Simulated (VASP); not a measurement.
C: single point with PBE+D3(BJ)

Crystal: C.

```xyz
2
Lattice="1.2325 0.7116 3.3609 -1.2325 0.7116 3.3609 0.0000 -1.4231 3.3609" Properties=species:S:1:pos:R:3 pbc="T T T"
C     0.0000   -0.0300    1.7511
C     0.0000    0.0300    8.3318
```

This cell differs from its parent crystal: atoms displaced along several vibrational modes.

| Quantity | Value |
| --- | --- |
| Program | VASP 6.6.1 |
| Task | single point |
| Functional | PBE |
| Dispersion | D3(BJ) |
| Potentials or basis | VASP PAW PBE potentials, release 64 (C) |
| Cutoff | 520 eV |
| k mesh | 15 × 15 × 15 |
| Occupations | gaussian, width 0.05 eV |
| Spin | no spin polarisation |
| Dipole correction | no |
| Further INCAR settings | ALGO = Normal; EDIFF = 1e-07; NBANDS = 11 |

```json
{"Pressure": "1.0 GPa", "Largest force": "4.029 eV/Å", "Dispersion energy per atom": "-0.156 eV"}
```

Forces on the atoms (eV/Å):
```
C    0.000  3.305 -2.305
C    0.000 -3.305  2.305
```

Stress tensor (GPa, compression positive):
```
-3.04  0.00  0.00
 0.00  8.85  4.28
 0.00  4.28 -2.76
```

It took 6.1 min on 1 thread of Intel Xeon 8259CL (shared host), peak memory 0.28 GiB.

Caveat: the cell differs from its parent crystal (atoms displaced along several vibrational modes); the stress differs along the axes, from -3 to 9 GPa; forces of over 1 eV/Å act on the atoms, so gaps and moduli don't describe the material at rest.
